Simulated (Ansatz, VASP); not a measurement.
# One calculation of Y2TaN3, two programs

```
Y Ta N
1.0
     3.93184    0.00000    0.00000
     0.00000    3.93184    0.00000
     0.00000    0.00000    8.30204
Y Ta N
2 1 3
Direct
  0.00000 0.00000 0.00000
  0.50000 0.50000 0.50000
  0.00000 0.00000 0.50000
  0.00000 0.00000 0.72919
  0.00000 0.00000 0.27081
  0.50000 0.50000 0.00000
```

Alike in both runs: functional PBE; k mesh 6 × 6 × 4; occupations gaussian, width 0.1 eV; collinear spin.

Ansatz relaxed the structure, and its values are those at the end. VASP's run is a single point on that final structure, the one shown.

|  | VASP | Ansatz |
| --- | --- | --- |
| version | VASP 6.6.1 | Ansatz 0.2.0 |
| potentials or method | VASP PAW PBE potentials, release 64 (Y_sv, Ta_pv, N), cutoff 520 eV | scalar-relativistic, plane waves, PAW |
| valence electrons in the cell | 48 | 50 |

|  | VASP | Ansatz | Ansatz less VASP |
| --- | --- | --- | --- |
| gap on the k mesh at the Fermi level (eV) | none | none | - |
| pressure (GPa) | -0.3 | -0.1 | +0.20 |
| rms of the force components (eV/Å) | 0.011 | 0.009 | -0.0025 |
| net moment per atom (μB) | 0.00 | 0.23 | +0.228 |
| size of the moment on the site where the two differ most (μB) | 0.00 | 1.11 | +1.111 |

The net moments are unlike, so the other rows may belong to different states. Site moments also hang on the region over which each program counts them. A gap of «none» marks a metal or a gap that the smearing closes. VASP's potentials hold 48 valence electrons a cell and Ansatz's 50, so a difference there can come from the potentials and not from the codes.

Neither program's run includes spin-orbit coupling.
